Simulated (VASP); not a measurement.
# Au (Fm-3m) in VASP: a series of runs, part 2 of 2

VASP 6.6.1. The steps go on from the part before.

**3. Electric field gradients, LDA (volume scaled by 0.9405)**

The input, INCAR:

```
  PREC = Accurate
  ENCUT = 520
  EDIFF = 1E-8
  ISMEAR = -1
  SIGMA = 0.03
  LREAL = F
  LASPH = T
  NELM = 80
  ALGO = Normal
  ISIF = 2
  LWAVE = F
  LCHARG = F
  LEFG = T
  NBANDS = 12
```

The input, KPOINTS:

```
regular mesh
0
Gamma
  15 15 15
```

The input, POSCAR:

```
Au
1.0
    0.0000000000      2.0434303323      2.0434303323
    2.0434303323      0.0000000000      2.0434303323
    2.0434303323      2.0434303323      0.0000000000
Au
1
Direct
    0.0000000000      0.0000000000      0.0000000000
```

Potentials or basis: VASP PAW LDA potentials, release 64 (Au).

The run is started by

```console
$ cat potpaw_LDA.64/Au/POTCAR > POTCAR
$ mpirun -np 1 vasp_std > vasp.out
```

OUTCAR:

```text
PREC = Accurate
   ENCUT = 520
   EDIFF = 1E-8
   ISMEAR = -1
   LREAL = F
   LASPH = T
   NELM = 80
   ISIF = 2

 ion  position               nearest neighbor table
   1  0.000  0.000  0.000-

  LATTYP: Found a face centered cubic cell.
 ALAT       =     4.0868606646

  Lattice vectors:

 A1 = (   0.0000000000,   2.0434303323,   2.0434303323)
 A2 = (   2.0434303323,   0.0000000000,   2.0434303323)
 A3 = (   2.0434303323,   2.0434303323,   0.0000000000)

Analysis of symmetry for initial positions (statically):
=====================================================================
 Subroutine PRICEL returns:
 Original cell was already a primitive cell.

 Routine SETGRP: Setting up the symmetry group for a
 face centered cubic supercell.

 Subroutine GETGRP returns: Found 48 space group operations
 (whereof 48 operations were pure point group operations)
 out of a pool of 48 trial point group operations.

The static configuration has the point symmetry O_h .

Analysis of symmetry for dynamics (positions and initial velocities):
=====================================================================
 Subroutine PRICEL returns:
 Original cell was already a primitive cell.

 Routine SETGRP: Setting up the symmetry group for a
 face centered cubic supercell.

 Subroutine GETGRP returns: Found 48 space group operations
 (whereof 48 operations were pure point group operations)
 out of a pool of 48 trial point group operations.

The dynamic configuration has the point symmetry O_h .

 Subroutine INISYM returns: Found 48 space group operations
 (whereof 48 operations are pure point group operations),
 and found     1 'primitive' translations

----------------------------------------------------------------------------------------

                                     Primitive cell

  volume of cell :      17.0651

  direct lattice vectors                    reciprocal lattice vectors
     0.000000000  2.043430332  2.043430332    -0.244686590  0.244686590  0.244686590
     2.043430332  0.000000000  2.043430332     0.244686590 -0.244686590  0.244686590
     2.043430332  2.043430332  0.000000000     0.244686590  0.244686590 -0.244686590

  length of vectors
     2.889846890  2.889846890  2.889846890     0.423809606  0.423809606  0.423809606

  position of ions in fractional coordinates (direct lattice)
     0.000000000  0.000000000  0.000000000

  ion indices of the primitive-cell ions
   primitive index   ion index
                 1           1

----------------------------------------------------------------------------------------

 KPOINTS: regular mesh

Automatic generation of k-mesh.
 Grid dimensions read from file:
 generate k-points for:   15   15   15

 Generating k-lattice:

  Cartesian coordinates                     Fractional coordinates (reciprocal lattice)
    -0.016312439  0.016312439  0.016312439     0.066666667  0.000000000  0.000000000
     0.016312439 -0.016312439  0.016312439     0.000000000  0.066666667  0.000000000
     0.016312439  0.016312439 -0.016312439     0.000000000  0.000000000  0.066666667

[... 65 lines left out ...]
   TEBEG  =    0.0;   TEEND  =   0.0 temperature during run
   PSTRESS=    0.0 pullay stress
   NELECT =      11.0000    total number of electrons
   NUPDOWN=      -1.0000    fix difference up-down
   EMIN   =  10.00;   EMAX   =-10.00  energy-range for DOS
   EFERMI =   0.00;   METHOD = LEGACY
   ISMEAR =    -1;   SIGMA  =   0.03  broadening in eV -4-tet -1-fermi 0-gaus
   EFERMI_NEDOS =   21; number of points for ismear=-14 and -15
   IALGO  =     38    algorithm
   IMIX   =      4    mixing-type and parameters
     AMIX     =   0.40;   BMIX     =  1.00
     AMIX_MAG =   1.60;   BMIX_MAG =  1.00
  volume/ion in A,a.u.               =      17.07       115.16
  Fermi-wavevector in a.u.,A,eV,Ry     =   1.414173  2.672400 27.210093  1.999885
  Thomas-Fermi vector in A             =   2.535743
   LORBIT       =      0    0 simple, 1 ext, 2 COOP (PROOUT), +10 PAW based schemes
   GGA     = CA    functional components
   LHFCALC =     F    Hartree Fock is set to
   AEXX    =    0.0000 exact exchange contribution
   IVDW    =     0    specifies the selected vdW correction
   LEPSILON=     F    determine dielectric tensor
   LRPA    =     F    only Hartree local field effects (RPA)
 non-spin polarized calculation
  energy-cutoff  :      520.00
  volume of cell :       17.07
 maximum number of plane-waves:       477
 NGX is ok and might be reduce to    24
   NGX = 11   NGY = 11   NGZ = 11

 number of electron      11.0000000 magnetization

 Free energy of the ion-electron system (eV)
  ---------------------------------------------------
  ext. energy  EPLUGINS =         0.00000000
  ---------------------------------------------------
  free energy    TOTEN  =        -4.43875665 eV

  energy without entropy =       -4.43715146  energy(sigma->0) =       -4.43795405

 E-fermi :   9.4303     XC(G=0): -12.9758

 val. band max:        9.4119694278   @ k =   0.4667   0.2667   0.0000
 cond. band min:       9.4472024525   @ k =   0.4667   0.3333   0.0000
 fundamental gap:      0.0352330247
 Fermi energy:         9.4303216142

 k-point     1 :       0.0000    0.0000    0.0000
  band No.  band energies     occupation
      1      -0.6385      2.00000
      2       4.5561      2.00000
      3       4.5561      2.00000
      4       4.5561      2.00000
      5       6.0905      2.00000
      6       6.0905      2.00000
      7      23.7521      0.00000
      8      27.6963      0.00000
      9      27.6963      0.00000
     10      27.6963      0.00000
     11      32.7227      0.00000
     12      37.2785      0.00000
[... 331 lines left out ...]
 k-point    24 :       0.2000    0.1333    0.0000
  band No.  band energies     occupation
      1       0.6779      2.00000
      2       3.9809      2.00000
      3       5.0561      2.00000
      4       5.1051      2.00000
      5       5.5987      2.00000
      6       6.3706      2.00000
      7      24.2558      0.00000
      8      25.2893      0.00000
      9      26.4104      0.00000
     10      27.4682      0.00000
     11      30.9224      0.00000
     12      33.7360      0.00000

 [... further k-points ...]
[... 5 lines left out ...]
  --------------------------------------------------------------------------------------
  -------------------------------------------------------------------------------------
  Total       -0.5160699     -0.5160699     -0.5160699      0.0000000     -0.0000000      0.0000000
  in kB      -48.4517648    -48.4517648    -48.4517648      0.0000000     -0.0000000      0.0000000
  external PRESSURE =     -48.4517648 kB  Pullay stress =       0.0000000 kB

 VOLUME and BASIS-vectors are now :
 -----------------------------------------------------------------------------
  energy-cutoff  :      520.00
  volume of cell :       17.07
      direct lattice vectors                 reciprocal lattice vectors
     0.000000000  2.043430332  2.043430332    -0.244686590  0.244686590  0.244686590
     2.043430332  0.000000000  2.043430332     0.244686590 -0.244686590  0.244686590
     2.043430332  2.043430332  0.000000000     0.244686590  0.244686590 -0.244686590

 POSITION                                       TOTAL-FORCE (eV/Angst)
 -----------------------------------------------------------------------------------
      0.00000      0.00000      0.00000        -0.000000      0.000000      0.000000
 -----------------------------------------------------------------------------------
    total drift:                               -0.000000      0.000000     -0.000000

  FREE ENERGIE OF THE ION-ELECTRON SYSTEM (eV)
  ---------------------------------------------------
  free  energy   TOTEN  =        -4.4387566486 eV

  energy  without entropy=       -4.4371514578  energy(sigma->0) =       -4.43795405

 Electric field gradients (V/A^2)
---------------------------------------------------------------------
 ion       V_xx      V_yy      V_zz      V_xy      V_xz      V_yz
---------------------------------------------------------------------
   1      -0.000     0.000    -0.000    -0.000    -0.000    -0.000
---------------------------------------------------------------------

 Electric field gradients after diagonalization (V/A^2)
 (convention: |V_zz| > |V_xx| > |V_yy|)
----------------------------------------------------------------------
 ion       V_xx      V_yy      V_zz     asymmetry (V_yy - V_xx)/ V_zz
----------------------------------------------------------------------
   1       0.000     0.000    -0.000       0.000
----------------------------------------------------------------------

           NMR quadrupolar parameters

 Cq : quadrupolar parameter    Cq=e*Q*V_zz/h
 eta: asymmetry parameters     (V_yy - V_xx)/ V_zz
 Q  : nuclear electric quadrupole moment in mb (millibarn)
----------------------------------------------------------------------
 ion       Cq(MHz)       eta       Q (mb)
----------------------------------------------------------------------
   1      -0.000       0.000       1.000
----------------------------------------------------------------------
```

OSZICAR:

```text
N       E                     dE             d eps       ncg     rms          rms(c)
DAV:   1     0.491358296467E+02    0.49136E+02   -0.56142E+03  3008   0.820E+02
DAV:   2    -0.405237389872E+01   -0.53188E+02   -0.49905E+02  3324   0.187E+02
DAV:   3    -0.476863988088E+01   -0.71627E+00   -0.71477E+00  3480   0.211E+01
DAV:   4    -0.477105699632E+01   -0.24171E-02   -0.24170E-02  3452   0.141E+00
DAV:   5    -0.477107436132E+01   -0.17365E-04   -0.17365E-04  3540   0.114E-01    0.954E+00
DAV:   6    -0.446379663256E+01    0.30728E+00   -0.85134E-01  3096   0.732E+00    0.593E+00
DAV:   7    -0.444212933277E+01    0.21667E-01   -0.61705E-02  3416   0.194E+00    0.288E+00
DAV:   8    -0.443876486804E+01    0.33645E-02   -0.18761E-03  3284   0.439E-01    0.285E-01
DAV:   9    -0.443875593264E+01    0.89354E-05   -0.15774E-05  3440   0.377E-02    0.103E-02
DAV:  10    -0.443875664447E+01   -0.71183E-06   -0.94543E-07  3484   0.720E-03    0.114E-03
DAV:  11    -0.443875664861E+01   -0.41424E-08   -0.40907E-08  3560   0.168E-03
   1 F= -.44387566E+01 E0= -.44379541E+01  d E =-.160519E-02
```

Run time: 6.5 s. Hardware: 1 thread of Intel Xeon 6975P-C (Granite Rapids), shared host; peak memory 0.14 GiB.

Results:

```yaml
Free_energy: -4.4388 eV
Pressure: -4.8 GPa
```

Caveat: without QUAD_EFG the Cq values of the log hold for a quadrupole moment of 1 mb, not for the nuclei; spin-orbit coupling is left out, which moves the levels of the heavy elements.

**4. Electric field gradients, LDA (volume scaled by 0.9405)**

The input, INCAR:

```
SYSTEM = Au
PREC = Accurate
ENCUT = 520
EDIFF = 1E-8
ISMEAR = -1
SIGMA = 0.03
LREAL = .FALSE.
LASPH = .TRUE.
NELM = 100
ALGO = Normal
ISIF = 2
LWAVE = .FALSE.
LCHARG = .FALSE.
LEFG = .TRUE.
NBANDS = 12
```

The input, KPOINTS:

```
Automatic mesh
0
G
  15 15 15
  0 0 0
```

POSCAR is that of step 3.

Potentials or basis: VASP PAW LDA potentials, release 64 (Au).

The run is started by

```console
$ cat potpaw_LDA.64/Au/POTCAR > POTCAR
$ mpirun -np 1 vasp_std > vasp.out
```

OUTCAR:

```text
SYSTEM = Au
   PREC = Accurate
   ENCUT = 520
   EDIFF = 1E-8
   ISMEAR = -1
   LREAL = .FALSE.
   LASPH = .TRUE.
   NELM = 100
   ISIF = 2

 ion  position               nearest neighbor table
   1  0.000  0.000  0.000-

  LATTYP: Found a face centered cubic cell.
 ALAT       =     4.0868606646

  Lattice vectors:

 A1 = (   0.0000000000,   2.0434303323,   2.0434303323)
 A2 = (   2.0434303323,   0.0000000000,   2.0434303323)
 A3 = (   2.0434303323,   2.0434303323,   0.0000000000)

Analysis of symmetry for initial positions (statically):
=====================================================================
 Subroutine PRICEL returns:
 Original cell was already a primitive cell.

 Routine SETGRP: Setting up the symmetry group for a
 face centered cubic supercell.

 Subroutine GETGRP returns: Found 48 space group operations
 (whereof 48 operations were pure point group operations)
 out of a pool of 48 trial point group operations.

The static configuration has the point symmetry O_h .

Analysis of symmetry for dynamics (positions and initial velocities):
=====================================================================
 Subroutine PRICEL returns:
 Original cell was already a primitive cell.

 Routine SETGRP: Setting up the symmetry group for a
 face centered cubic supercell.

 Subroutine GETGRP returns: Found 48 space group operations
 (whereof 48 operations were pure point group operations)
 out of a pool of 48 trial point group operations.

The dynamic configuration has the point symmetry O_h .

 Subroutine INISYM returns: Found 48 space group operations
 (whereof 48 operations are pure point group operations),
 and found     1 'primitive' translations

[... 155 lines left out ...]
      7      23.7521      0.00000
      8      27.6963      0.00000
      9      27.6963      0.00000
     10      27.6963      0.00000
     11      32.7227      0.00000
     12      37.2785      0.00000
[... 331 lines left out ...]
 k-point    24 :       0.2000    0.1333    0.0000
  band No.  band energies     occupation
      1       0.6779      2.00000
      2       3.9809      2.00000
      3       5.0561      2.00000
      4       5.1051      2.00000
      5       5.5987      2.00000
      6       6.3706      2.00000
      7      24.2558      0.00000
      8      25.2893      0.00000
      9      26.4104      0.00000
     10      27.4682      0.00000
     11      30.9224      0.00000
     12      33.7360      0.00000

 [... further k-points ...]
[... 5 lines left out ...]
  --------------------------------------------------------------------------------------
  -------------------------------------------------------------------------------------
  Total       -0.5160699     -0.5160699     -0.5160699      0.0000000     -0.0000000      0.0000000
  in kB      -48.4517648    -48.4517648    -48.4517648      0.0000000     -0.0000000      0.0000000
  external PRESSURE =     -48.4517648 kB  Pullay stress =       0.0000000 kB

 VOLUME and BASIS-vectors are now :
 -----------------------------------------------------------------------------
  energy-cutoff  :      520.00
  volume of cell :       17.07
      direct lattice vectors                 reciprocal lattice vectors
     0.000000000  2.043430332  2.043430332    -0.244686590  0.244686590  0.244686590
     2.043430332  0.000000000  2.043430332     0.244686590 -0.244686590  0.244686590
     2.043430332  2.043430332  0.000000000     0.244686590  0.244686590 -0.244686590

 POSITION                                       TOTAL-FORCE (eV/Angst)
 -----------------------------------------------------------------------------------
      0.00000      0.00000      0.00000        -0.000000      0.000000      0.000000
 -----------------------------------------------------------------------------------
    total drift:                               -0.000000      0.000000     -0.000000

  FREE ENERGIE OF THE ION-ELECTRON SYSTEM (eV)
  ---------------------------------------------------
  free  energy   TOTEN  =        -4.4387566486 eV

  energy  without entropy=       -4.4371514578  energy(sigma->0) =       -4.43795405

 Electric field gradients (V/A^2)
---------------------------------------------------------------------
 ion       V_xx      V_yy      V_zz      V_xy      V_xz      V_yz
---------------------------------------------------------------------
   1      -0.000     0.000    -0.000    -0.000    -0.000    -0.000
---------------------------------------------------------------------

 Electric field gradients after diagonalization (V/A^2)
 (convention: |V_zz| > |V_xx| > |V_yy|)
----------------------------------------------------------------------
 ion       V_xx      V_yy      V_zz     asymmetry (V_yy - V_xx)/ V_zz
----------------------------------------------------------------------
   1       0.000     0.000    -0.000       0.000
----------------------------------------------------------------------

           NMR quadrupolar parameters

 Cq : quadrupolar parameter    Cq=e*Q*V_zz/h
 eta: asymmetry parameters     (V_yy - V_xx)/ V_zz
 Q  : nuclear electric quadrupole moment in mb (millibarn)
----------------------------------------------------------------------
 ion       Cq(MHz)       eta       Q (mb)
----------------------------------------------------------------------
   1      -0.000       0.000       1.000
----------------------------------------------------------------------
```

OSZICAR:

```text
N       E                     dE             d eps       ncg     rms          rms(c)
DAV:   1     0.491358296467E+02    0.49136E+02   -0.56142E+03  3008   0.820E+02
DAV:   2    -0.405237389872E+01   -0.53188E+02   -0.49905E+02  3324   0.187E+02
DAV:   3    -0.476863988088E+01   -0.71627E+00   -0.71477E+00  3480   0.211E+01
DAV:   4    -0.477105699632E+01   -0.24171E-02   -0.24170E-02  3452   0.141E+00
DAV:   5    -0.477107436132E+01   -0.17365E-04   -0.17365E-04  3540   0.114E-01    0.954E+00
DAV:   6    -0.446379663256E+01    0.30728E+00   -0.85134E-01  3096   0.732E+00    0.593E+00
DAV:   7    -0.444212933277E+01    0.21667E-01   -0.61705E-02  3416   0.194E+00    0.288E+00
DAV:   8    -0.443876486804E+01    0.33645E-02   -0.18761E-03  3284   0.439E-01    0.285E-01
DAV:   9    -0.443875593264E+01    0.89354E-05   -0.15774E-05  3440   0.377E-02    0.103E-02
DAV:  10    -0.443875664447E+01   -0.71183E-06   -0.94543E-07  3484   0.720E-03    0.114E-03
DAV:  11    -0.443875664861E+01   -0.41424E-08   -0.40907E-08  3560   0.168E-03
   1 F= -.44387566E+01 E0= -.44379541E+01  d E =-.160519E-02
```

It took 6.6 s on 1 thread of Intel Xeon 6975P-C (Granite Rapids), shared host; peak memory 0.14 GiB.

What came out:

| Property | Result |
| --- | --- |
| Free energy | -4.4388 eV |
| Pressure | -4.8 GPa |

Levels at points of the mesh, in eV from the Fermi level:
| k point | band 3 | band 4 | band 5 | band 6 | band 7 | band 8 | band 9 | band 10 |
| --- | --- | --- | --- | --- | --- | --- | --- | --- |
| (0.00, 0.00, 0.00) | -4.87 | -4.87 | -3.34 | -3.34 | 14.32 | 18.27 | 18.27 | 18.27 |

Caveat: without QUAD_EFG the Cq values of the log hold for a quadrupole moment of 1 mb, not for the nuclei; spin-orbit coupling is left out, which moves the levels of the heavy elements.
